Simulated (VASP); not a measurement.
WCl4F2:

```
W Cl F
1.0
    -3.30000    3.30000    3.40000
     3.30000   -3.30000    3.40000
     3.30000    3.30000   -3.40000
W Cl F
1 4 2
Direct
  0.00000 0.00000 0.00000
  0.75700 0.24300 0.00000
  0.75700 0.75700 0.51400
  0.24300 0.24300 0.48600
  0.24300 0.75700 0.00000
  0.72800 0.72800 0.00000
  0.27200 0.27200 0.00000
```

- Program: VASP 6.6.1
- Task: relaxation of cell and atoms
- Functional: PBE
- Potentials or basis: VASP PAW PBE potentials, release 64 (W_sv, Cl, F)
- Cutoff: 600 eV
- k mesh: 3 × 3 × 3
- Occupations: gaussian, width 0.15 eV
- Spin: no spin polarisation

At the start: pressure 6.9 GPa; volume 21.16 Å³/atom.

**Question.** Where does the relaxation end?

**Answer.** Over 17 steps the energy falls by 94.8 meV/atom and the volume is 28.97 Å³/atom (+36.9 %); space group I4/mmm (No. 139, to 0.1 Å) before and after.

Step by step:
```
step  energy change (eV)  largest force (eV/Å)  pressure (GPa)  volume (Å³)
   1              0.0000                0.8014            6.90       148.10
   2              0.0920                2.6219           -4.97       168.50
   3             -0.1880                1.0458            0.69       156.68
   4             -0.3512                0.6745            0.32       163.26
   5             -0.5600                0.4330            0.36       180.24
   6             -0.5825                0.7998            0.57       187.29
   7             -0.6457                0.4771           -0.39       195.90
   8             -0.6468                0.3393           -0.30       194.83
   9             -0.6530                0.1550            0.38       195.98
  10             -0.6530                0.1530            0.39       195.99
  11             -0.6581                0.0665            0.40       197.94
  12             -0.6586                0.1602            0.42       198.75
  13             -0.6612                0.1337           -0.24       201.97
  14             -0.6614                0.1060           -0.11       201.35
  15             -0.6631                0.1108           -0.08       202.24
  16             -0.6632                0.1373           -0.07       202.48
  17             -0.6639                0.0498            0.22       202.80
```

Final structure:
```
CELL_PARAMETERS angstrom
-3.63786 3.63786 3.83097
3.63786 -3.63786 3.83097
3.63786 3.63786 -3.83097
ATOMIC_POSITIONS crystal
W 0.00000 0.00000 0.00000
Cl 0.77725 0.22275 0.00000
Cl 0.77725 0.77725 0.55450
Cl 0.22275 0.22275 0.44550
Cl 0.22275 0.77725 0.00000
F 0.75446 0.75446 0.00000
F 0.24554 0.24554 0.00000
```

Caveat: the k points lie up to 0.40 Å⁻¹ apart in the final cell; the volume moved by over 15 % at a fixed basis, so the end points are rough; the relaxation stopped at a loose force limit of 0.08 eV/Å, so its end isn't a converged minimum.
